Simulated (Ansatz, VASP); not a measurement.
# BN in VASP and in Ansatz

Contents of POSCAR:

```
BN
1.0
    0.0000000000      1.8549986768      1.7831354900
    1.8549986768      0.0000000000      1.7831354900
    1.8549986768      1.8549986768      0.0000000000
B N
1 1
Direct
    0.0000000000      0.0000000000      0.0000000000
    0.2500000000      0.2500000000      0.2500000000
```

The input INCAR.step1:

```
SYSTEM = BN
ALGO     = Normal         ! electronic algorithm
EDIFF    = 1E-5           ! SCF threshold, eV
ENCUT    = 520            ! plane-wave cutoff, eV
GGA      = PE             ! functional
ISIF     = 2              ! what is computed and relaxed
ISMEAR   = 0              ! smearing method
LASPH    = .TRUE.         ! aspherical terms in the spheres
LCHARG   = .FALSE.        ! write CHGCAR
LREAL    = .FALSE.        ! projectors in reciprocal space
LWAVE    = .TRUE.         ! write WAVECAR
NBANDS   = 11             ! bands
NELM     = 80             ! most SCF steps
PREC     = Accurate       ! precision mode
SIGMA    = 0.01           ! smearing width, eV
```

File INCAR.step2:

```
SYSTEM = BN
ALGO     = Normal         ! electronic algorithm
EDIFF    = 1E-6           ! SCF threshold, eV
ENCUT    = 520            ! plane-wave cutoff, eV
GGA      = PE             ! functional
HFSCREEN = 0.2079         ! screening, 1/A
ISIF     = 2              ! what is computed and relaxed
ISMEAR   = 0              ! smearing method
ISTART   = 1            
LASPH    = .TRUE.         ! aspherical terms in the spheres
LCHARG   = .FALSE.        ! write CHGCAR
LHFCALC  = .TRUE.         ! exact exchange
LREAL    = .FALSE.        ! projectors in reciprocal space
LWAVE    = .FALSE.        ! write WAVECAR
NBANDS   = 11             ! bands
NELM     = 80             ! most SCF steps
PREC     = Accurate       ! precision mode
PRECFOCK = Normal       
SIGMA    = 0.01           ! smearing width, eV
```

KPOINTS

```
k-points
0
G
  8 8 8
  0 0 0
```

Input for Ansatz:

```yaml
crystal:
  lattice:
    - [0.0, 1.8549986768, 1.78313549]
    - [1.8549986768, 0.0, 1.78313549]
    - [1.8549986768, 1.8549986768, 0.0]
  atoms:
    - { symbol: B, position: [0.0, 0.0, 0.0] }
    - { symbol: "N", position: [0.25, 0.25, 0.25] }
kpoints:
  mp_grid: { grid: [8, 8, 8] }
  band_path:
    path:
      - [0.0, 0.0, 0.0]
      - [-0.5, -0.5, 0.0]
      - [-0.375, -0.375, 0.25]
      - [-0.375, 0.0, 0.375]
      - [0.0, 0.0, 0.5]
      - [-0.5, -0.25, 0.25]
    npoints: 1
hamiltonian:
  xc: hse06
scf:
  occupations: { method: fixed }
  n_extra_bands: 4
output:
  forces: true
  stress: true
  eigenvalues: true
```

Change from the starting cell: epitaxial_xy strain +2.8%.

Alike in both runs: task single point; functional HSE06; k mesh 8 × 8 × 8; no spin polarisation.

```csv
,VASP,Ansatz
version,VASP 6.6.1,Ansatz 0.2.0
potentials or method,"VASP PAW PBE potentials, release 64 (B, N)","plane waves, PAW"
plane-wave cutoff (eV),520,420
occupations,"gaussian, width 0.01 eV",fixed
valence electrons in the cell,8,8
```

```csv
,VASP,Ansatz,Ansatz less VASP
gap on the k mesh at the Fermi level (eV),5.05,5.06,+0.013
pressure (GPa),-19.4,-19.8,-0.36
"traceless stress, the component that is largest in VASP (GPa)",15.52,15.52,-0.005
```

Ansatz's warnings: stress exchange threshold loose, stress scf threshold loose.
